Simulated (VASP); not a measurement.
# Tl (Im-3m) in VASP: a series of runs

Aim: see how the results for Tl move with the level of theory and the settings. Levels: LDA, PBE+D3(BJ). Tasks: single point.

Program: VASP 6.6.1. These are calculated values, not measurements. Logs are shortened: lines on timing, memory, paths and dates and some standing lists are left out, and cuts for length are marked.

### Step 1. The cell of the first run

It takes space group Im-3m (No. 229, cubic). Conventional cell: a = 3.882 Å, b = 3.882 Å, c = 3.882 Å, α = 90.00°, β = 90.00°, γ = 90.00°. Within 4.4 Å of Tl (site symmetry m-3m) lie 14 Tl at 3.36 to 3.88 Å.

### Step 2. Single point, LDA

The input, INCAR:

```
SYSTEM = Tl
ALGO = Normal
EDIFF = 1E-7
ENCUT = 520
GGA = CA
ISIF = 2
ISMEAR = -1
LASPH = .TRUE.
LCHARG = .FALSE.
LREAL = .FALSE.
LWAVE = .FALSE.
NBANDS = 12
NELM = 80
PREC = Accurate
SIGMA = 0.037
```

The input, KPOINTS:

```
k-points
0
G
  2 2 2
  0 0 0
```

The input, POSCAR:

```
Tl
1.0
   -1.9410000000      1.9410000000      1.9410000000
    1.9410000000     -1.9410000000      1.9410000000
    1.9410000000      1.9410000000     -1.9410000000
Tl
1
Direct
    0.0000000000      0.0000000000      0.0000000000
```

Potentials or basis: VASP PAW LDA potentials, release 64 (Tl_d).

Command:

```bash
$ cat potpaw_LDA.64/Tl_d/POTCAR > POTCAR
$ mpirun -np 1 vasp_std > vasp.out
```

OUTCAR:

```text
SYSTEM = Tl
   EDIFF = 1E-7
   ENCUT = 520
   GGA = CA
   ISIF = 2
   ISMEAR = -1
   LASPH = .TRUE.
   LREAL = .FALSE.
   NELM = 80
   PREC = Accurate

 ion  position               nearest neighbor table
   1  0.000  0.000  0.000-

  LATTYP: Found a body centered cubic cell.
 ALAT       =     3.8820000000

  Lattice vectors:

 A1 = (  -1.9410000000,   1.9410000000,   1.9410000000)
 A2 = (   1.9410000000,  -1.9410000000,   1.9410000000)
 A3 = (   1.9410000000,   1.9410000000,  -1.9410000000)

Analysis of symmetry for initial positions (statically):
=====================================================================
 Subroutine PRICEL returns:
 Original cell was already a primitive cell.

 Routine SETGRP: Setting up the symmetry group for a
 body centered cubic supercell.

 Subroutine GETGRP returns: Found 48 space group operations
 (whereof 48 operations were pure point group operations)
 out of a pool of 48 trial point group operations.

The static configuration has the point symmetry O_h .

Analysis of symmetry for dynamics (positions and initial velocities):
=====================================================================
 Subroutine PRICEL returns:
 Original cell was already a primitive cell.

 Routine SETGRP: Setting up the symmetry group for a
 body centered cubic supercell.

 Subroutine GETGRP returns: Found 48 space group operations
 (whereof 48 operations were pure point group operations)
 out of a pool of 48 trial point group operations.

The dynamic configuration has the point symmetry O_h .

 Subroutine INISYM returns: Found 48 space group operations
 (whereof 48 operations are pure point group operations),
 and found     1 'primitive' translations

----------------------------------------------------------------------------------------

                                     Primitive cell

  volume of cell :      29.2507

  direct lattice vectors                    reciprocal lattice vectors
    -1.941000000  1.941000000  1.941000000     0.000000000  0.257599176  0.257599176
     1.941000000 -1.941000000  1.941000000     0.257599176  0.000000000  0.257599176
     1.941000000  1.941000000 -1.941000000     0.257599176  0.257599176  0.000000000

  length of vectors
     3.361910617  3.361910617  3.361910617     0.364300248  0.364300248  0.364300248

[... 59 lines left out ...]
   NSW    =      0    number of steps for IOM
   IBRION =     -1    ionic relax: 0-MD 1-quasi-New 2-CG
   NFREE  =      0    steps in history (QN), initial steepest desc. (CG)
   ISIF   =      2    stress and relaxation
   ISYM   =      2    0-nonsym 1-usesym 2-fastsym
   POTIM  = 0.5000    time-step for ionic-motion
   TEBEG  =    0.0;   TEEND  =   0.0 temperature during run
   PSTRESS=    0.0 pullay stress
   NELECT =      13.0000    total number of electrons
   NUPDOWN=      -1.0000    fix difference up-down
   EMIN   =  10.00;   EMAX   =-10.00  energy-range for DOS
   EFERMI =   0.00;   METHOD = LEGACY
   ISMEAR =    -1;   SIGMA  =   0.04  broadening in eV -4-tet -1-fermi 0-gaus
   EFERMI_NEDOS =   21; number of points for ismear=-14 and -15
   IALGO  =     38    algorithm
   IMIX   =      4    mixing-type and parameters
     AMIX     =   0.40;   BMIX     =  1.00
     AMIX_MAG =   1.60;   BMIX_MAG =  1.00
  volume/ion in A,a.u.               =      29.25       197.39
  Fermi-wavevector in a.u.,A,eV,Ry     =   1.249330  2.360891 21.236311  1.560825
  Thomas-Fermi vector in A             =   2.383375
   LORBIT       =      0    0 simple, 1 ext, 2 COOP (PROOUT), +10 PAW based schemes
   GGA     = CA    functional components
   LHFCALC =     F    Hartree Fock is set to
   AEXX    =    0.0000 exact exchange contribution
   IVDW    =     0    specifies the selected vdW correction
   LEPSILON=     F    determine dielectric tensor
   LRPA    =     F    only Hartree local field effects (RPA)
 non-spin polarized calculation
  energy-cutoff  :      520.00
  volume of cell :       29.25
 maximum number of plane-waves:       798
 NGX is ok and might be reduce to    28
   NGX = 13   NGY = 13   NGZ = 13

 number of electron      13.0000002 magnetization

 Free energy of the ion-electron system (eV)
  ---------------------------------------------------
  ext. energy  EPLUGINS =         0.00000000
  ---------------------------------------------------
  free energy    TOTEN  =        -3.30305806 eV

  energy without entropy =       -3.27805191  energy(sigma->0) =       -3.29055498

 E-fermi :   3.4257     XC(G=0): -10.4187

 val. band max:        3.3661920607   @ k =   0.5000   0.0000   0.0000
 cond. band min:       4.2772947073   @ k =   0.5000   0.5000   0.5000
 fundamental gap:      0.9111026467
 Fermi energy:         3.4257412634

 k-point     1 :       0.0000    0.0000    0.0000
  band No.  band energies     occupation
      1      -5.5997      2.00000
      2      -5.5997      2.00000
      3      -5.5997      2.00000
      4      -5.1851      2.00000
      5      -5.1851      2.00000
      6      -3.8928      2.00000
      7      16.5378      0.00000
      8      16.5378      0.00000
      9      16.5378      0.00000
     10      18.3316      0.00000
     11      18.3316      0.00000
     12      18.3316      0.00000
[... 16 lines left out ...]
 k-point     3 :       0.5000    0.5000    0.5000
  band No.  band energies     occupation
      1      -5.7927      2.00000
      2      -5.7927      2.00000
      3      -4.9797      2.00000
      4      -4.9797      2.00000
      5      -4.9797      2.00000
      6       4.2773      0.00000
      7       7.4205      0.00000
      8       7.4205      0.00000
      9       7.4205      0.00000
     10      12.5311      0.00000
     11      12.5311      0.00000
     12      24.0756      0.00000

------------------------ aborting loop because EDIFF is reached ----------------------------------------

  FORCE on cell =-STRESS in cart. coord.  units (eV):
  Direction    XX          YY          ZZ          XY          YZ          ZX
  --------------------------------------------------------------------------------------
  -------------------------------------------------------------------------------------
  Total       -1.1432915     -1.1432915     -1.1432915     -0.0000000      0.0000000     -0.0000000
  in kB      -62.6225783    -62.6225783    -62.6225783     -0.0000000      0.0000000     -0.0000000
  external PRESSURE =     -62.6225783 kB  Pullay stress =       0.0000000 kB

 VOLUME and BASIS-vectors are now :
 -----------------------------------------------------------------------------
  energy-cutoff  :      520.00
  volume of cell :       29.25
      direct lattice vectors                 reciprocal lattice vectors
    -1.941000000  1.941000000  1.941000000     0.000000000  0.257599176  0.257599176
     1.941000000 -1.941000000  1.941000000     0.257599176  0.000000000  0.257599176
     1.941000000  1.941000000 -1.941000000     0.257599176  0.257599176  0.000000000

 POSITION                                       TOTAL-FORCE (eV/Angst)
 -----------------------------------------------------------------------------------
      0.00000      0.00000      0.00000         0.000000      0.000000      0.000000
 -----------------------------------------------------------------------------------
    total drift:                               -0.000000     -0.000000     -0.000000

  FREE ENERGIE OF THE ION-ELECTRON SYSTEM (eV)
  ---------------------------------------------------
  free  energy   TOTEN  =        -3.3030580563 eV

  energy  without entropy=       -3.2780519092  energy(sigma->0) =       -3.29055498
```

OSZICAR:

```text
N       E                     dE             d eps       ncg     rms          rms(c)
DAV:   1     0.496674646096E+02    0.49667E+02   -0.63260E+03    72   0.915E+02
DAV:   2    -0.286388694341E+01   -0.52531E+02   -0.51691E+02    80   0.221E+02
DAV:   3    -0.333709997479E+01   -0.47321E+00   -0.47305E+00    96   0.190E+01
DAV:   4    -0.333896485893E+01   -0.18649E-02   -0.18649E-02    80   0.135E+00
DAV:   5    -0.333898700929E+01   -0.22150E-04   -0.22150E-04    84   0.145E-01    0.220E+00
DAV:   6    -0.331029531828E+01    0.28692E-01   -0.34058E-02    76   0.181E+00    0.155E+00
DAV:   7    -0.330353928491E+01    0.67560E-02   -0.13315E-02    80   0.110E+00    0.573E-01
DAV:   8    -0.330305628093E+01    0.48300E-03   -0.64429E-04    88   0.264E-01    0.316E-02
DAV:   9    -0.330305779094E+01   -0.15100E-05   -0.32866E-06    84   0.197E-02    0.859E-03
DAV:  10    -0.330305805970E+01   -0.26876E-06   -0.58730E-07    76   0.820E-03    0.549E-04
DAV:  11    -0.330305805632E+01    0.33817E-08   -0.76994E-09    40   0.811E-04
   1 F= -.33030581E+01 E0= -.32905550E+01  d E =-.250061E-01
```

stdout:

```text
POSCAR found type information on POSCAR Tl
 POSCAR found :  1 types and       1 ions
 scaLAPACK will be used
 LDA part: xc-table for (Slater(with rela. corr.)+CA(PZ))
 , standard interpolation
 POSCAR, INCAR and KPOINTS ok, starting setup
 FFT: planning ... GRIDC
 FFT: planning ... GRID_SOFT
 FFT: planning ... GRID
 WAVECAR not read
 entering main loop
```

It took 1.3 s on 1 thread of Intel Xeon 6975P-C (Granite Rapids), shared host; peak memory 0.13 GiB.

Results:

```yaml
Free_energy: -3.3031 eV
Pressure: -6.3 GPa
```

Caveat: the k points lie up to 1.14 Å⁻¹ apart; spin-orbit coupling is left out, which moves the levels of the heavy elements.

### Step 3. Single point, PBE+D3(BJ)

The input, INCAR:

```
SYSTEM = Tl
ALGO = Fast
EDIFF = 1E-6
ENCUT = 520
GGA = PE
ISIF = 2
ISMEAR = 0
ISYM = 0
IVDW = 12
LASPH = .TRUE.
LCHARG = .TRUE.
LELF = .TRUE.
LREAL = .FALSE.
LVHAR = .TRUE.
LWAVE = .FALSE.
NBANDS = 12
NELECT = 13.1
NELM = 100
PREC = Accurate
SIGMA = 0.1
```

The input, KPOINTS:

```
k-points
0
G
  7 1 4
  0 0 0
```

POSCAR is that of step 2.

Potentials or basis: VASP PAW PBE potentials, release 64 (Tl_d).

Command:

```bash
$ cat potpaw_PBE.64/Tl_d/POTCAR > POTCAR
$ mpirun -np 1 vasp_std > vasp.out
```

It took 3.9 s on 1 thread of Intel Xeon 6975P-C (Granite Rapids), shared host; peak memory 0.16 GiB.

The run converged, but its numbers aren't listed here, since they failed a check.

Caveat: the k points lie up to 2.29 Å⁻¹ apart; the cell carries a net charge on a neutralising background, which shifts energy and pressure; the cell is charged against a uniform background, so pressure and absolute levels hang on convention; spin-orbit coupling is left out, which moves the levels of the heavy elements; pairwise dispersion overbinds metals, which lowers pressure and volume.

### Step 4. Single point, LDA

The input, INCAR:

```
SYSTEM = Tl
  PREC = Accurate
  ENCUT = 520
  EDIFF = 1E-6
  ISMEAR = 0
  SIGMA = 0.1
  LREAL = .False.
  LASPH = .True.
  NELM = 100
  ALGO = Normal
  ISIF = 2
  LWAVE = .False.
  LCHARG = .False.
  NBANDS = 12
```

The input, KPOINTS:

```
Automatic mesh
0
Gamma
  6 6 6
  0 0 0
```

POSCAR is that of step 3.

Potentials or basis: VASP PAW LDA potentials, release 64 (Tl_d).

Command:

```bash
$ cat potpaw_LDA.64/Tl_d/POTCAR > POTCAR
$ mpirun -np 1 vasp_std > vasp.out
```

Wall time 2.5 s (1 thread of Intel Xeon 6975P-C (Granite Rapids), shared host); peak memory 0.13 GiB.

It converged, with:

| Property | Result |
| --- | --- |
| Free energy | -2.9060 eV |
| Pressure | -2.3 GPa |

Levels at points of the mesh, in eV from the Fermi level:
| k point | band 4 | band 5 | band 6 | band 7 | band 8 | band 9 |
| --- | --- | --- | --- | --- | --- | --- |
| (0.00, 0.00, 0.00) | -10.98 | -10.98 | -9.72 | 10.72 | 10.72 | 10.72 |
| (0.50, 0.00, 0.00) | -10.98 | -10.71 | -4.85 | -2.47 | 5.87 | 7.26 |
| (0.50, 0.50, 0.50) | -10.77 | -10.77 | -1.53 | 1.59 | 1.59 | 1.59 |

Caveat: the k points lie up to 0.38 Å⁻¹ apart; spin-orbit coupling is left out, which moves the levels of the heavy elements.
